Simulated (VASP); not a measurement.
Set up this calculation in VASP 6.6.1, as the native input.

| Quantity | Value |
| --- | --- |
| Task | single point |
| Functional | LDA |
| Potentials or basis | VASP PAW LDA potentials, release 64 (Sr_sv, Cd, Sb) |
| Cutoff | 520 eV |
| k mesh | 3 × 3 × 3 |
| Occupations | gaussian, width 0.1 eV |
| Spin | no spin polarisation |
| Dipole correction | no |
| Further INCAR settings | ALGO = Normal; EDIFF = 1e-06; NBANDS = 30 |

The structure of SrCd2Sb2 lies in POSCAR:

```
SrCd2Sb2
1.0
    5.0996000000      0.2434950000     -0.6486200000
   -1.0842190000      5.5465160000      0.7634140000
   -0.2434100000      0.4242480000      5.7231950000
Sr Cd Sb
1 2 2
Direct
    0.9324573328      0.0571435541      0.9951082020
    0.0211164615      0.7519974079      0.5556905208
    0.7972600858      0.2975386916      0.3823566442
    0.4215224796      0.3964773584      0.7256141971
    0.3971682358      0.6599481064      0.1450797391
```

One way to write it, as run:

INCAR

```
SYSTEM = SrCd2Sb2
PREC = Accurate
ENCUT = 520
EDIFF = 1E-6
ISMEAR = 0
SIGMA = 0.1
LREAL = .False.
LASPH = .True.
NELM = 100
ALGO = Normal
ISIF = 2
LWAVE = .False.
LCHARG = .True.
GGA = CA
LELF = .True.
LVHAR = .True.
NBANDS = 30
```

KPOINTS

```
regular mesh
0
Gamma
  3 3 3
  0 0 0
```

Potentials or basis: VASP PAW LDA potentials, release 64 (Sr_sv, Cd, Sb).

Command:

```sh
$ cat potpaw_LDA.64/Sr_sv/POTCAR potpaw_LDA.64/Cd/POTCAR potpaw_LDA.64/Sb/POTCAR > POTCAR
$ mpirun -np 1 vasp_std > vasp.out
```

Results of the run:

```json
{
 "Pressure": "-3.4 GPa",
 "Largest force": "0.661 eV/Å",
 "Band gap on the k mesh": "zero (bands 22 and 23 overlap by 0.19 eV)"
}
```

Caveat: the k points lie up to 0.42 Å⁻¹ apart; spin-orbit coupling is left out, which moves the levels of the heavy elements.

Wall time 62 s on 1 thread of Intel(R) Xeon(R) Platinum 8259CL CPU @ 2.50GHz (Skylake/Cascade Lake), on a shared host, peak memory 0.25 GiB.
